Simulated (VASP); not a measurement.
Zr: single point with PBE

The system is Zr.

```xyz
2
Lattice="3.2320 0.0000 0.0727 -1.6160 2.7990 -0.0364 0.1158 0.0000 5.1470" Properties=species:S:1:pos:R:3 pbc="T T T"
Zr    0.0290    1.8660    1.2867
Zr    1.7029    0.9330    3.8966
```

This cell differs from its parent crystal: strain +0.0450 x Voigt [0, 0, 0, 0, 1, 0].

```
Program                : VASP 6.6.1
Task                   : single point
Functional             : PBE
Potentials or basis    : VASP PAW PBE potentials, release 64 (Zr_sv)
Cutoff                 : 520 eV
k mesh                 : 18 × 18 × 10
Occupations            : gaussian, width 0.15 eV
Spin                   : no spin polarisation
Dipole correction      : no
Further INCAR settings : ALGO = Fast; EDIFF = 1e-06; NBANDS = 19
```

* Pressure: 0.5 GPa
* Largest force: 0.007 eV/Å
* Band gap on the k mesh: zero (bands 12 and 13 overlap by 1.27 eV)

Forces on the atoms (eV/Å):
```
Zr   0.000  0.007  0.000
Zr   0.000 -0.007  0.000
```

Stress tensor (GPa, compression positive):
```
 0.40  0.00 -1.16
 0.00  0.18  0.00
-1.16  0.00  0.84
```

Levels at points of the mesh, in eV from the Fermi level:
```csv
k point,band 10,band 11,band 12,band 13,band 14,band 15
"(0.00, 0.00, 0.00)",-3.01,0.88,0.88,0.99,1.20,1.56
"(0.50, 0.00, 0.00)",-2.50,-2.13,-0.19,0.51,0.76,1.58
"(0.00, 0.50, 0.00)",-2.50,-2.12,-0.20,0.46,0.80,1.59
"(0.00, 0.00, 0.50)",-3.93,0.03,0.03,0.77,0.77,0.83
"(0.50, 0.00, 0.50)",-2.83,-1.12,-0.96,1.45,1.84,2.17
"(0.00, 0.50, 0.50)",-2.85,-1.04,-1.04,1.65,1.65,2.23
```

It took 27 min on 1 thread of Oxide Virtual Turin-like Processor (shared host), peak memory 0.62 GiB.

Caveat: the cell differs from its parent crystal (strain +0.0450 x Voigt [0, 0, 0, 0, 1, 0]).
